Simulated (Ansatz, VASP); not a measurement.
**Two plane-wave programs on Si**

```
CELL_PARAMETERS angstrom
0.00000 2.71055 2.71055
2.71055 0.00000 2.71055
2.71055 2.71055 0.00000
ATOMIC_POSITIONS crystal
Si 0.00000 0.00000 0.00000
Si 0.25000 0.25000 0.25000
```

Alike in both runs: functional PBE; dispersion D3(BJ); k mesh 10 × 10 × 10; occupations gaussian, width 0.02 eV; no spin polarisation.

Ansatz relaxed the structure, and its values are those at the end. VASP's run is a single point on that final structure, the one shown.

|  | VASP | Ansatz |
| --- | --- | --- |
| version | VASP 6.6.1 | Ansatz 0.2.0 |
| potentials or method | VASP PAW PBE potentials, release 64 (Si), cutoff 500 eV | scalar-relativistic, plane waves, PAW |
| valence electrons in the cell | 8 | 8 |

|  | VASP | Ansatz | Ansatz less VASP |
| --- | --- | --- | --- |
| gap on the k mesh at the Fermi level (eV) | 0.57 | 0.57 | -0.001 |
| least direct gap on the mesh (eV) | 2.57 | 2.56 | -0.005 |
| pressure (GPa) | -0.1 | 0.0 | +0.06 |
